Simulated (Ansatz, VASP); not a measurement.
Li2Se in VASP and in Ansatz

File INCAR:

```
ALGO     = Normal         # electronic algorithm
EDIFF    = 1E-6           # SCF threshold, eV
ENCUT    = 750            # plane-wave cutoff, eV
GGA      = PS             # functional
GGA_COMPAT= F            
ISIF     = 2              # what is computed and relaxed
ISMEAR   = 0              # smearing method
LASPH    = T              # aspherical terms in the spheres
LCHARG   = F              # write CHGCAR
LREAL    = F              # projectors in reciprocal space
LWAVE    = F              # write WAVECAR
NBANDS   = 13             # bands
NELM     = 120            # most SCF steps
PREC     = Accurate       # precision mode
SIGMA    = 0.01           # smearing width, eV
```

The input KPOINTS:

```
k-points
0
Gamma
  8 8 8
```

The input POSCAR:

```
Li2Se
1.0
    3.0356299367      3.0356299367      0.0000000000
   -3.0356299367      3.0356299367      0.0000000000
    0.0000000000      3.0356299367      3.0356299367
Li Se
2 1
Direct
    0.2500000000      0.7500000000      0.5000000000
    0.7500000000      0.2500000000      0.5000000000
    0.0000000000      0.0000000000      0.0000000000
```

Input for Ansatz:

```yaml
crystal:
  lattice:
    - [3.03562993672, 3.03562993672, 0.0]
    - [-3.03562993672, 3.03562993672, 0.0]
    - [0.0, 3.03562993672, 3.03562993672]
  atoms:
    - { symbol: Li, position: [0.25, 0.75, 0.5] }
    - { symbol: Li, position: [0.75, 0.25, 0.5] }
    - { symbol: Se, position: [0.0, 0.0, 0.0] }
kpoints:
  mp_grid: { grid: [8, 8, 8] }
scf:
  occupations: { method: fixed }
  convergence: { dr2_threshold: 1.0e-10 }
hamiltonian:
  xc: pbesol
  pseudopotentials: { kind: all_electron, lapw: { basis_error: 0.0005 } }
output:
  forces: true
  stress: true
  eigenstates:
    kpoints:
      - [0.0, 0.0, 0.0]
      - [-0.5, 0.5, 0.0]
      - [-0.5, -0.5, -0.5]
      - [0.0, 0.0, -0.5]
      - [0.0, -0.5, -0.5]
      - [0.0, 0.5, 0.0]
      - [-0.5, 0.0, 0.0]
      - [-0.5, 0.0, -0.5]
  eigenvalues: true
```

Alike in both runs: task single point; functional PBEsol; k mesh 8 × 8 × 8; no spin polarisation.

```csv
,VASP,Ansatz
version,VASP 6.6.1,Ansatz 0.2.0
potentials or method,"VASP PAW PBE potentials, release 64 (Li_sv, Se), cutoff 750 eV","all-electron LAPW, scalar-relativistic"
occupations,"gaussian, width 0.01 eV",fixed
```

VASP gave:

* gap on the k mesh at the Fermi level (eV): 2.86
* pressure (GPa): -2.0

**Question.** What did Ansatz give for the same quantities?

**Answer.** gap on the k mesh at the Fermi level (eV): 2.87; pressure (GPa): -2.0.

VASP's potentials were made for PBE, not for PBEsol. Ansatz ran all-electron here, and VASP with PAW potentials.
